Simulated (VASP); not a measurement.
Si, 2 atoms in the cell. It takes space group P6_3/mmc (No. 194, hexagonal). The conventional cell has a = 2.368 Å, b = 2.368 Å, c = 4.047 Å, α = 90.00°, β = 90.00°, γ = 120.00°. Si (site symmetry -6m2) has 12 Si at 2.37 to 2.44 Å within 3.1 Å. 

| Quantity | Value |
| --- | --- |
| Program | VASP 6.6.1 |
| Task | relaxation of cell and atoms |
| Functional | PBEsol |
| Potentials or basis | VASP PAW PBE potentials, release 64 (Si) |
| Cutoff | 600 eV |
| k mesh | 21 × 21 × 10 |
| Occupations | gaussian, width 0.1 eV |
| Spin | no spin polarisation |
| Target pressure | 75 GPa |
| Dipole correction | no |
| Further INCAR settings | ALGO = Normal; EDIFF = 1e-06; IBRION = 2; EDIFFG = -0.002; NSW = 100; ISIF = 3 |

Potentials or basis: VASP PAW PBE potentials, release 64 (Si).

Launch:

```console
$ cat potpaw_PBE.64/Si/POTCAR > POTCAR
$ mpirun -np 1 vasp_std > vasp.out
```

Hardware: 1 thread of Intel(R) Xeon(R) 6975P-C (Granite Rapids) (shared host).

Question: How long does it take, and how much memory?

Answer: Run time: 37 s on 1 thread of Intel(R) Xeon(R) 6975P-C (Granite Rapids) (shared host), peak memory 0.16 GiB. Counts: scf iterations 26, k points 288, ion steps 5.
